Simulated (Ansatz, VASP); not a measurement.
Mg: VASP beside Ansatz

Contents of INCAR:

```
SYSTEM = Mg
  PREC = Accurate
  ENCUT = 520
  EDIFF = 1E-6
  ISMEAR = 0
  SIGMA = 0.1
  LREAL = .False.
  LASPH = .True.
  NELM = 80
  ALGO = Normal
  ISIF = 2
  LWAVE = .False.
  LCHARG = .True.
  GGA = PE
  LELF = .True.
  LVHAR = .True.
  NBANDS = 9
```

The input KPOINTS:

```
Automatic mesh
0
Gamma
  15 15 8
  0 0 0
```

Contents of POSCAR:

```
Mg
1.0
    3.1696370291      0.0000000000      0.0000000000
   -1.5848185145      2.7449861880      0.0000000000
    0.0000000000      0.0000000000      5.4586022245
Mg
2
Direct
    0.3333333333      0.6666666667      0.2500000000
    0.6666666667      0.3333333333      0.7500000000
```

Input for Ansatz:

```yaml
crystal:
  lattice:
    - [3.1696370291, 0.0, 0.0]
    - [-1.5848185145, 2.744986188, 0.0]
    - [0.0, 0.0, 5.4586022245]
  atoms:
    - { symbol: Mg, position: [0.3333333333, 0.6666666667, 0.25] }
    - { symbol: Mg, position: [0.6666666667, 0.3333333333, 0.75] }
basis:
  ecutwfc: 420
kpoints:
  mp_grid: { grid: [15, 15, 8] }
hamiltonian:
  xc: pbe
scf:
  occupations: { method: gaussian, width: 0.1 }
output:
  forces: true
  stress: true
  eigenvalues: true
```

Alike in both runs: task single point; functional PBE; k mesh 15 × 15 × 8; occupations gaussian, width 0.1 eV; no spin polarisation.

|  | VASP | Ansatz |
| --- | --- | --- |
| version | VASP 6.6.1 | Ansatz 0.2.0 |
| potentials or method | VASP PAW PBE potentials, release 64 (Mg), cutoff 520 eV | scalar-relativistic, plane waves, PAW |
| valence electrons in the cell | 4 | 20 |

Ansatz gave:

* gap on the k mesh at the Fermi level (eV): none
* pressure (GPa): -1.0
* traceless stress, the component that is largest in VASP (GPa): -1.60

**Question.** What did VASP give for the same quantities?

**Answer.** gap on the k mesh at the Fermi level (eV): none; pressure (GPa): -1.1; traceless stress, the component that is largest in VASP (GPa): -1.59.

A gap of «none» marks a metal or a gap that the smearing closes. VASP's potentials hold 4 valence electrons a cell and Ansatz's 20, so a difference there can come from the potentials and not from the codes.
